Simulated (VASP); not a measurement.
Crystal: Mg3CdSe4.

```
CELL_PARAMETERS angstrom
-4.29590 4.29590 2.85885
4.29590 -4.29590 2.85885
4.29590 4.29590 -2.85885
ATOMIC_POSITIONS crystal
Mg 0.75000 0.25000 0.50000
Mg 0.25000 0.75000 0.50000
Mg 0.00000 0.00000 0.00000
Cd 0.50000 0.50000 0.00000
Se 0.50000 0.78234 0.28234
Se 0.50000 0.21766 0.71766
Se 0.21766 0.50000 0.71766
Se 0.78234 0.50000 0.28234
```

The cell was generated, and may not be a known phase.

- Program: VASP 6.6.1
- Task: relaxation of cell and atoms
- Functional: PBE
- Potentials or basis: VASP PAW PBE potentials, release 64 (Mg, Cd, Se)
- Cutoff: 600 eV
- k mesh: 3 × 3 × 3
- Occupations: gaussian, width 0.15 eV
- Spin: no spin polarisation

At the start: pressure 14.6 GPa; volume 26.38 Å³/atom.

Question: How do energy, volume and symmetry change on relaxing?

Answer: Over 13 steps the energy falls by 343.6 meV/atom and the volume is 35.95 Å³/atom (+36.3 %); space group I4/mmm (No. 139, to 0.1 Å) before and after.

The path:
```csv
step,energy change (eV),largest force (eV/Å),pressure (GPa),volume (Å³)
1,0.0000,0.1555,14.56,211.04
2,-2.2675,0.2485,-1.42,293.00
3,-2.3495,0.1651,0.25,274.78
4,-2.3504,0.1723,0.07,276.47
5,-2.3850,0.1618,0.06,277.69
6,-2.4588,0.1446,0.06,281.08
7,-2.5421,0.2073,-0.04,286.66
8,-2.6759,0.5713,-0.60,293.24
9,-2.6403,0.4504,-0.43,291.21
10,-2.6687,0.5285,-0.56,292.42
11,-2.7230,0.3320,-0.31,289.94
12,-2.7462,0.0852,0.03,287.03
13,-2.7488,0.0301,-0.02,287.60
```

Final structure:
```cif
data_structure
_symmetry_space_group_name_H-M 'P 1'
_symmetry_Int_Tables_number 1
_cell_length_a 7.2148
_cell_length_b 7.2148
_cell_length_c 7.2148
_cell_angle_alpha 107.154
_cell_angle_beta 107.154
_cell_angle_gamma 114.212
_cell_volume 287.60
loop_
_atom_site_label
_atom_site_type_symbol
_atom_site_fract_x
_atom_site_fract_y
_atom_site_fract_z
_atom_site_occupancy
Mg1 Mg 0.75000 0.25000 0.50000 1
Mg2 Mg 0.25000 0.75000 0.50000 1
Mg3 Mg 0.00000 0.00000 0.00000 1
Cd1 Cd 0.50000 0.50000 0.00000 1
Se1 Se 0.50000 0.80856 0.30856 1
Se2 Se 0.50000 0.19144 0.69144 1
Se3 Se 0.19144 0.50000 0.69144 1
Se4 Se 0.80856 0.50000 0.30856 1
```

Caveat: the k points lie up to 0.36 Å⁻¹ apart in the final cell; the volume moved by over 15 % at a fixed basis, so the end points are rough.
